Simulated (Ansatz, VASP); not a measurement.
# One calculation of SnSe2, two programs

INCAR

```
SYSTEM = SnSe2
PREC     = Accurate       ! precision mode
ENCUT    = 520            ! plane-wave cutoff, eV
EDIFF    = 1E-6           ! SCF threshold, eV
ISMEAR   = 0              ! smearing method
SIGMA    = 0.05           ! smearing width, eV
LREAL    = .False.        ! projectors in reciprocal space
LASPH    = .True.         ! aspherical terms in the spheres
NELM     = 80             ! most SCF steps
ALGO     = Normal         ! electronic algorithm
ISIF     = 2              ! what is computed and relaxed
LWAVE    = .False.        ! write WAVECAR
LCHARG   = .False.        ! write CHGCAR
GGA      = PE             ! functional
NBANDS   = 20             ! bands
```

KPOINTS

```
Automatic mesh
0
Gamma
  10 10 6
  0 0 0
```

The input POSCAR:

```
SnSe2
1.0
    3.8110000000      0.0000000000      0.0000000000
   -1.9055000000      3.3004228138      0.0000000000
    0.0000000000      0.0000000000      6.1360000000
Sn Se
1 2
Direct
    0.0000000000      0.0000000000      0.0000000000
    0.6666666667      0.3333333333      0.7510000000
    0.3333333333      0.6666666667      0.2490000000
```

Input for Ansatz:

```yaml
crystal:
  lattice:
    - [3.811, 0.0, 0.0]
    - [-1.9055, 3.3004228138, 0.0]
    - [0.0, 0.0, 6.136]
  atoms:
    - { symbol: Sn, position: [0.0, 0.0, 0.0] }
    - { symbol: Se, position: [0.6666666667, 0.3333333333, 0.751] }
    - { symbol: Se, position: [0.3333333333, 0.6666666667, 0.249] }
hamiltonian:
  xc: pbe
kpoints:
  mp_grid: { grid: [10, 10, 6] }
scf:
  occupations: { method: gaussian, width: 0.05 }
  convergence: { dr2_threshold: 1.0e-11 }
basis:
  ecutwfc: 600
output:
  forces: true
```

Alike in both runs: task single point; functional PBE; k mesh 10 × 10 × 6; occupations gaussian, width 0.05 eV; no spin polarisation.

|  | VASP | Ansatz |
| --- | --- | --- |
| version | VASP 6.6.1 | Ansatz 0.2.0 |
| potentials or method | VASP PAW PBE potentials, release 64 (Sn_d, Se), cutoff 520 eV | scalar-relativistic, plane waves, PAW |
| valence electrons in the cell | 26 | 46 |

Ansatz gave:

- rms of the force components (eV/Å): 0.371

Which values does VASP return?

rms of the force components (eV/Å): 0.380.

Atom by atom the forces differ by 0.008 eV/Å (rms over components). VASP's potentials hold 26 valence electrons a cell and Ansatz's 46, so a difference there can come from the potentials and not from the codes.
